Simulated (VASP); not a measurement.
# Be (P6_3/mmc) in VASP: notebook, part 2 of 2

VASP 6.6.1. Earlier steps stand in the parts before.

## Step 3: Single point, r2SCAN

This run uses another cell than the first one: it holds 4 atoms, not 2.

File POSCAR:

```
Be
1.0
    2.2537453316      0.0000000000      0.0000000000
   -1.1268726658      1.9518007108      0.0000000000
    0.0000000000      0.0000000000      7.1849097891
Be
4
Direct
    0.0000000000      0.0000000000      0.0000000000
    0.3333333333      0.6666666667      0.2500000000
    0.0000000000      0.0000000000      0.5000000000
    0.6666666667      0.3333333333      0.7500000000
```

File INCAR.step1:

```
SYSTEM = Be
PREC = Accurate
ENCUT = 520
ISMEAR = 0
SIGMA = 0.1
LREAL = .False.
LASPH = .True.
NELM = 100
NBANDS = 12
GGA = PE
ALGO = Normal
EDIFF = 1E-4
LWAVE = .True.
LCHARG = .False.
```

File INCAR.step2:

```
SYSTEM = Be
PREC = Accurate
ENCUT = 520
EDIFF = 1E-7
ISMEAR = 0
SIGMA = 0.1
LREAL = .False.
LASPH = .True.
NELM = 100
ALGO = Normal
ISIF = 2
LWAVE = .False.
LCHARG = .False.
METAGGA = R2SCAN
LMIXTAU = .True.
NBANDS = 12
ISTART = 1
```

File KPOINTS:

```
regular mesh
0
Gamma
  21 21 6
  0 0 0
```

Potentials or basis: VASP PAW PBE potentials, release 64 (Be).

On the command line:

```console
> cat potpaw_PBE.64/Be/POTCAR > POTCAR
> cp INCAR.step1 INCAR
> mpirun -np 1 vasp_std > vasp.out
> cp INCAR.step2 INCAR
> mpirun -np 1 vasp_std > vasp.out
```

OUTCAR:

```text
SYSTEM = Be
   PREC = Accurate
   ENCUT = 520
   EDIFF = 1E-7
   ISMEAR = 0
   LREAL = .False.
   LASPH = .True.
   NELM = 100
   ISIF = 2
   METAGGA = R2SCAN
   ISTART = 1

 ion  position               nearest neighbor table
   1  0.000  0.000  0.000-   2 2.22   4 2.22   2 2.22   4 2.22   4 2.22   2 2.22
   2  0.333  0.667  0.250-   1 2.22   3 2.22   1 2.22   3 2.22   1 2.22   3 2.22
   3  0.000  0.000  0.500-   2 2.22   4 2.22   2 2.22   4 2.22   4 2.22   2 2.22
   4  0.667  0.333  0.750-   1 2.22   3 2.22   1 2.22   3 2.22   1 2.22   3 2.22

  LATTYP: Found a hexagonal cell.
 ALAT       =     2.2537453316
 C/A-ratio  =     3.1879865433

  Lattice vectors:

 A1 = (   2.2537453316,   0.0000000000,   0.0000000000)
 A2 = (  -1.1268726658,   1.9518007108,   0.0000000000)
 A3 = (   0.0000000000,   0.0000000000,   7.1849097891)

Analysis of symmetry for initial positions (statically):
=====================================================================
 Subroutine PRICEL returns:
 Original cell was already a primitive cell.

 Routine SETGRP: Setting up the symmetry group for a
 hexagonal supercell.

 Subroutine GETGRP returns: Found 24 space group operations
 (whereof 12 operations were pure point group operations)
[... 183 lines left out ...]
      4       2.2517      2.00000
      5       7.9797      0.00000
      6      18.1590      0.00000
      7      18.1727      0.00000
      8      24.8644      0.00000
      9      24.8644      0.00000
     10      26.0906      0.00000
     11      26.0906      0.00000
     12      26.4775      0.00000
[... 331 lines left out ...]
 k-point    24 :       0.1905    0.0952    0.0000
  band No.  band energies     occupation
      1      -3.1186      2.00000
      2      -0.8143      2.00000
      3      -0.7825      2.00000
      4       4.8038      2.00000
      5       8.4833      0.00000
      6      15.4308      0.00000
      7      17.1808      0.00000
      8      17.6009      0.00000
      9      18.7893      0.00000
     10      19.3979      0.00000
     11      20.2448      0.00000
     12      21.2873      0.00000

 [... further k-points ...]
[... 5 lines left out ...]
  --------------------------------------------------------------------------------------
  -------------------------------------------------------------------------------------
  Total        0.0302078      0.0302078      0.0436991      0.0000000      0.0000000      0.0000000
  in kB        1.5313293      1.5313293      2.2152416      0.0000000      0.0000000      0.0000000
  external PRESSURE =       1.7593001 kB  Pullay stress =       0.0000000 kB

 VOLUME and BASIS-vectors are now :
 -----------------------------------------------------------------------------
  energy-cutoff  :      520.00
  volume of cell :       31.61
      direct lattice vectors                 reciprocal lattice vectors
     2.253745332  0.000000000  0.000000000     0.443705855  0.256173695  0.000000000
    -1.126872666  1.951800711  0.000000000     0.000000000  0.512347390  0.000000000
     0.000000000  0.000000000  7.184909789     0.000000000  0.000000000  0.139180592

 POSITION                                       TOTAL-FORCE (eV/Angst)
 -----------------------------------------------------------------------------------
      0.00000      0.00000      0.00000         0.000000      0.000000      0.000000
     -0.00000      1.30120      1.79623         0.000000     -0.000000     -0.000000
      0.00000      0.00000      3.59245         0.000000      0.000000      0.000000
      1.12687      0.65060      5.38868        -0.000000      0.000000      0.000000
 -----------------------------------------------------------------------------------
    total drift:                               -0.000000      0.000000     -0.000000

  FREE ENERGIE OF THE ION-ELECTRON SYSTEM (eV)
  ---------------------------------------------------
  free  energy   TOTEN  =       -17.2287809695 eV

  energy  without entropy=      -17.2269710120  energy(sigma->0) =      -17.22787599
```

OUTCAR.step1:

```text
SYSTEM = Be
   PREC = Accurate
   ENCUT = 520
   ISMEAR = 0
   LREAL = .False.
   LASPH = .True.
   NELM = 100
[... 591 lines left out ...]
     -0.00000      1.30120      1.79623        -0.000000      0.000000      0.000000
      0.00000      0.00000      3.59245        -0.000000      0.000000     -0.000000
      1.12687      0.65060      5.38868         0.000000      0.000000      0.000000
 -----------------------------------------------------------------------------------
    total drift:                               -0.000000      0.000000     -0.000000

  FREE ENERGIE OF THE ION-ELECTRON SYSTEM (eV)
  ---------------------------------------------------
  free  energy   TOTEN  =       -14.9386700745 eV

  energy  without entropy=      -14.9368182586  energy(sigma->0) =      -14.93774417
```

OSZICAR.step1:

```text
N       E                     dE             d eps       ncg     rms          rms(c)
DAV:   1     0.146244085196E+01    0.14624E+01   -0.36097E+03  4608   0.565E+02
DAV:   2    -0.146472422343E+02   -0.16110E+02   -0.15388E+02  6112   0.103E+02
DAV:   3    -0.150626140889E+02   -0.41537E+00   -0.41221E+00  6708   0.114E+01
DAV:   4    -0.150642700275E+02   -0.16559E-02   -0.16518E-02  5672   0.705E-01
DAV:   5    -0.150642753709E+02   -0.53434E-05   -0.53437E-05  6404   0.374E-02    0.166E+00
DAV:   6    -0.149742541245E+02    0.90021E-01   -0.11647E-02  5348   0.115E+00    0.102E+00
DAV:   7    -0.149387517724E+02    0.35502E-01   -0.12397E-02  5180   0.121E+00    0.388E-02
DAV:   8    -0.149386700745E+02    0.81698E-04   -0.16271E-04  6020   0.755E-02
   1 F= -.14938670E+02 E0= -.14937744E+02  d E =-.185182E-02
```

It took 2.9 min on 1 thread of Intel Xeon Platinum 8488C (Sapphire Rapids), shared host; peak memory 0.18 GiB.

What came out:

```yaml
Free_energy: -17.2288 eV
Pressure: 0.2 GPa
Band_gap_on_the_k_mesh: zero (band 4 reaches 8.37 eV, above the bottom of band 5 at 6.62 eV)
```

Caveat: the PAW data sets were made with another functional, which shifts forces and pressure a little.
